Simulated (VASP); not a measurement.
Set up this calculation in VASP 6.6.1, as the native input.

- Task: single point
- Functional: PBEsol
- Potentials or basis: VASP PAW PBE potentials, release 64 (Hf_pv, N)
- Cutoff: 520 eV
- k mesh: 16 × 16 × 16
- Occupations: gaussian, width 0.15 eV
- Spin: no spin polarisation
- Dipole correction: no
- Further INCAR settings: ALGO = Normal; EDIFF = 1e-06; NBANDS = 14

The structure of HfN lies in POSCAR:

```
HfN
1.0
    0.0000000000      2.6512077600      2.4548220000
    2.6512077600      0.0000000000      2.4548220000
    2.6512077600      2.6512077600      0.0000000000
Hf N
1 1
Direct
    0.0000000000      0.0000000000      0.0000000000
    0.7500000000      0.7500000000      0.7500000000
```

This cell differs from its parent crystal: strain +0.080 along x and y, +0.000 along z.

These files were run (other wordings do the same):

INCAR

```
ALGO     = Normal         # electronic algorithm
EDIFF    = 1E-6           # SCF threshold, eV
ENCUT    = 520            # plane-wave cutoff, eV
GGA      = PS             # functional
ISIF     = 2              # what is computed and relaxed
ISMEAR   = 0              # smearing method
LASPH    = True           # aspherical terms in the spheres
LCHARG   = False          # write CHGCAR
LREAL    = False          # projectors in reciprocal space
LWAVE    = False          # write WAVECAR
NBANDS   = 14             # bands
NELM     = 100            # most SCF steps
PREC     = Accurate       # precision mode
SIGMA    = 0.15           # smearing width, eV
```

KPOINTS

```
k-points
0
Gamma
  16 16 16
```

Potentials or basis: VASP PAW PBE potentials, release 64 (Hf_pv, N).

Launch:

```bash
$ cat potpaw_PBE.64/Hf_pv/POTCAR potpaw_PBE.64/N/POTCAR > POTCAR
$ mpirun -np 1 vasp_std > vasp.out
```

It gave:

The pressure is -26.4 GPa.

Caveat: the cell differs from its parent crystal (strain +0.080 along x and y, +0.000 along z); the PAW data sets were made with another functional, which shifts forces and pressure a little.

Run time: 56 s on 1 thread of Intel(R) Xeon(R) 6975P-C (Granite Rapids), with other jobs on the host, peak memory 0.29 GiB.
